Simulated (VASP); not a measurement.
AlPt, 2 atoms in the cell. Symmetry: Pm-3m, No. 221, cubic system. Conventional cell: a = 2.809 Å, b = 2.809 Å, c = 2.809 Å, α = 90.00°, β = 90.00°, γ = 90.00°. Within 3.2 Å of Al (site symmetry m-3m) lie 8 Pt at 2.43 Å and 6 Al at 2.81 Å. Pt (site symmetry m-3m) has 8 Al at 2.43 Å and 6 Pt at 2.81 Å within 3.2 Å.  This cell differs from its parent crystal: volume scaled by 0.75.

| Quantity | Value |
| --- | --- |
| Program | VASP 6.6.1 |
| Task | single point |
| Functional | LDA |
| Potentials or basis | VASP PAW LDA potentials, release 64 (Al, Pt) |
| Cutoff | 520 eV |
| k mesh | 12 × 12 × 12 |
| Occupations | fermi-dirac, width 0.05 eV |
| Spin | no spin polarisation |
| Dipole correction | no |
| Further INCAR settings | ALGO = Normal; EDIFF = 1e-07; NBANDS = 14 |

Potentials or basis: VASP PAW LDA potentials, release 64 (Al, Pt).

Launch:

```sh
$ cat potpaw_LDA.64/Al/POTCAR potpaw_LDA.64/Pt/POTCAR > POTCAR
$ mpirun -np 1 vasp_std > vasp.out
```

Hardware: 1 thread of AMD EPYC 7R13 Processor (Zen 3) (shared host).

**Question.** Estimate the wall time of this run.

**Answer.** Wall time 18 s on 1 thread of AMD EPYC 7R13 Processor (Zen 3) (shared host), peak memory 0.12 GiB. Counts: scf iterations 11, k points 84.
